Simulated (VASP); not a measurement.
A run of VASP 6.6.1:

File POSCAR:

```
SnTe
1.0
    0.0000000000      3.2053449938      3.2053449938
    3.2053449938      0.0000000000      3.2053449938
    3.2053449938      3.2053449938      0.0000000000
Sn Te
1 1
Direct
    0.0000000000      0.0000000000      0.0000000000
    0.5000000000      0.5000000000      0.5000000000
```

Contents of INCAR.step1:

```
SYSTEM = SnTe
ALGO     = Normal         ! electronic algorithm
EDIFF    = 1E-4           ! SCF threshold, eV
ENCUT    = 600            ! plane-wave cutoff, eV
GGA      = PE             ! functional
ISMEAR   = -1             ! smearing method
LASPH    = .TRUE.         ! aspherical terms in the spheres
LCHARG   = .FALSE.        ! write CHGCAR
LREAL    = .FALSE.        ! projectors in reciprocal space
LWAVE    = .TRUE.         ! write WAVECAR
NELM     = 80             ! most SCF steps
PREC     = Accurate       ! precision mode
SIGMA    = 0.02           ! smearing width, eV
```

File INCAR.step2:

```
SYSTEM = SnTe
ALGO     = Normal         ! electronic algorithm
EDIFF    = 1E-6           ! SCF threshold, eV
EDIFFG   = -0.005         ! ionic threshold
ENCUT    = 600            ! plane-wave cutoff, eV
IBRION   = 2              ! ionic algorithm
ISIF     = 3              ! what is computed and relaxed
ISMEAR   = -1             ! smearing method
ISTART   = 1            
LASPH    = .TRUE.         ! aspherical terms in the spheres
LCHARG   = .FALSE.        ! write CHGCAR
LMIXTAU  = .TRUE.       
LREAL    = .FALSE.        ! projectors in reciprocal space
LWAVE    = .FALSE.        ! write WAVECAR
METAGGA  = R2SCAN         ! meta-GGA
NELM     = 80             ! most SCF steps
NSW      = 80             ! ionic steps
PREC     = Accurate       ! precision mode
SIGMA    = 0.02           ! smearing width, eV
```

The input KPOINTS:

```
k-points
0
G
  6 6 6
  0 0 0
```

Potentials or basis: VASP PAW PBE potentials, release 64 (Sn_d, Te).

Launch:

```console
$ cat potpaw_PBE.64/Sn_d/POTCAR potpaw_PBE.64/Te/POTCAR > POTCAR
$ cp INCAR.step1 INCAR
$ mpirun -np 1 vasp_std > vasp.out
$ cp INCAR.step2 INCAR
$ mpirun -np 1 vasp_std > vasp.out
```

Hardware: 1 thread of Intel Xeon 8259CL, on a shared host.

Problem. Estimate the wall time of this run.

Solution. It took 2.9 min on 1 thread of Intel Xeon 8259CL, with other jobs on the host, peak memory 0.24 GiB. Counts: k points 16, ion steps 3.
